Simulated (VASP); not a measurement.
Crystal: RbNa3Te2.

```xyz
6
Lattice="4.6172 0.0000 0.0000 -2.3086 3.9986 0.0000 0.0000 0.0000 9.2476" Properties=species:S:1:pos:R:3 pbc="T T T"
Rb    0.0000    0.0000    0.0000
Na    0.0000    0.0000    4.6238
Na    0.0000    2.6657    0.0000
Na    0.0000    2.6657    4.6238
Te    2.3086    1.3329    2.1977
Te    2.3086    1.3329    7.0499
```

| Item | Value |
| --- | --- |
| Program | VASP 6.6.1 |
| Task | relaxation of cell and atoms |
| Functional | PBE |
| Potentials or basis | VASP PAW PBE potentials, release 64 (Rb_sv, Na_pv, Te) |
| Cutoff | 600 eV |
| k mesh | 6 × 6 × 2 |
| Occupations | gaussian, width 0.1 eV |
| Spin | no spin polarisation |

At the start: pressure 3.1 GPa; volume 28.46 Å³/atom.

Problem. Where does the relaxation end?

Solution. Over 9 steps the energy falls by 239.1 meV/atom and the volume is 31.59 Å³/atom (+11.0 %); space group P-6m2 (No. 187, to 0.05 Å).

Step by step:
| step | energy change (eV) | largest force (eV/Å) | pressure (GPa) | volume (Å³) |
| --- | --- | --- | --- | --- |
| 1 | 0.0000 | 1.0683 | 3.13 | 170.73 |
| 2 | -1.0972 | 0.7122 | 0.81 | 183.99 |
| 3 | -1.2878 | 0.2163 | -0.69 | 201.00 |
| 4 | -1.3847 | 0.4138 | -0.34 | 195.05 |
| 5 | -1.3844 | 0.4273 | -0.31 | 194.61 |
| 6 | -1.4059 | 0.3329 | -0.19 | 192.69 |
| 7 | -1.4295 | 0.0108 | 0.31 | 187.00 |
| 8 | -1.4302 | 0.0646 | 0.24 | 187.86 |
| 9 | -1.4344 | 0.0125 | 0.01 | 189.56 |

Final structure:
```yaml
crystal:
  lattice:
    - [5.13616, 0.00000, 0.00000]
    - [-2.56808, 4.44804, 0.00000]
    - [0.00000, 0.00000, 8.29741]
  atoms:
    - { symbol: Rb, position: [0.00000, 0.00000, 0.00000] }
    - { symbol: Na, position: [0.00000, 0.00000, 0.50000] }
    - { symbol: Na, position: [0.33333, 0.66667, 0.00000] }
    - { symbol: Na, position: [0.33333, 0.66667, 0.50000] }
    - { symbol: Te, position: [0.66667, 0.33333, 0.26005] }
    - { symbol: Te, position: [0.66667, 0.33333, 0.73995] }
```
